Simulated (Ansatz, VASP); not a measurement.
# CdSiN2: VASP beside Ansatz

Contents of POSCAR:

```
CdSiN2
1.0
    3.0581408269      0.0000000000      0.0000000000
    0.0000000000      3.0581408269      0.0000000000
    0.0000000000      0.0000000000     10.2116679123
Cd N Si
2 4 2
Direct
    0.5000000000      0.0000000000      0.8616232094
    0.0000000000      0.5000000000      0.1383767906
    0.5000000000      0.5000000000      0.0000000000
    0.0000000000      0.0000000000      0.3247102099
    0.5000000000      0.5000000000      0.5000000000
    0.0000000000      0.0000000000      0.6752897901
    0.5000000000      0.0000000000      0.3956755403
    0.0000000000      0.5000000000      0.6043244597
```

Contents of INCAR.step1:

```
ALGO = Normal ; EDIFF = 1E-4
ENCUT = 520 ; GGA = PE
ISMEAR = -1 ; LASPH = T
LCHARG = F ; LREAL = F
LWAVE = T ; NBANDS = 36
NELM = 100 ; PREC = Accurate
SIGMA = 0.02
```

The input INCAR.step2:

```
ALGO = Normal ; EDIFF = 1E-6
ENCUT = 520 ; ISIF = 2
ISMEAR = -1 ; ISTART = 1
LASPH = T ; LCHARG = T
LELF = T ; LMIXTAU = T
LREAL = F ; LVHAR = T
LWAVE = F ; METAGGA = R2SCAN
NBANDS = 36 ; NELM = 100
PREC = Accurate ; SIGMA = 0.02
```

Contents of KPOINTS:

```
k-points
0
Gamma
  8 8 2
```

Input for Ansatz:

```yaml
crystal:
  lattice:
    - [3.0581408269, 0.0, 0.0]
    - [0.0, 3.0581408269, 0.0]
    - [0.0, 0.0, 10.2116679123]
  atoms:
    - { symbol: Cd, position: [0.5, 0.0, 0.8616232094] }
    - { symbol: "N", position: [0.5, 0.5, 0.0] }
    - { symbol: Cd, position: [0.0, 0.5, 0.1383767906] }
    - { symbol: "N", position: [0.0, 0.0, 0.3247102099] }
    - { symbol: Si, position: [0.5, 0.0, 0.3956755403] }
    - { symbol: "N", position: [0.5, 0.5, 0.5] }
    - { symbol: Si, position: [0.0, 0.5, 0.6043244597] }
    - { symbol: "N", position: [0.0, 0.0, 0.6752897901] }
kpoints:
  mp_grid: { grid: [8, 8, 2] }
hamiltonian:
  xc: r2scan
scf:
  occupations: { method: fermi_dirac, width: 0.02 }
  n_extra_bands: 6
output:
  forces: true
  stress: true
  eigenvalues: true
```

Alike in both runs: task single point; functional r2SCAN; k mesh 8 × 8 × 2; occupations fermi-dirac, width 0.02 eV; no spin polarisation.

|  | VASP | Ansatz |
| --- | --- | --- |
| version | VASP 6.6.1 | Ansatz 0.2.0 |
| potentials or method | VASP PAW PBE potentials, release 64 (Cd, N, Si) | plane waves, PAW |
| plane-wave cutoff (eV) | 520 | 500 |
| valence electrons in the cell | 52 | 68 |

|  | VASP | Ansatz | Ansatz less VASP |
| --- | --- | --- | --- |
| pressure (GPa) | 6.9 | 5.8 | -1.10 |
| rms of the force components (eV/Å) | 0.134 | 0.102 | -0.0323 |

VASP's potentials were made for PBE, not for r2SCAN. VASP's potentials hold 52 valence electrons a cell and Ansatz's 68, so a difference there can come from the potentials and not from the codes.
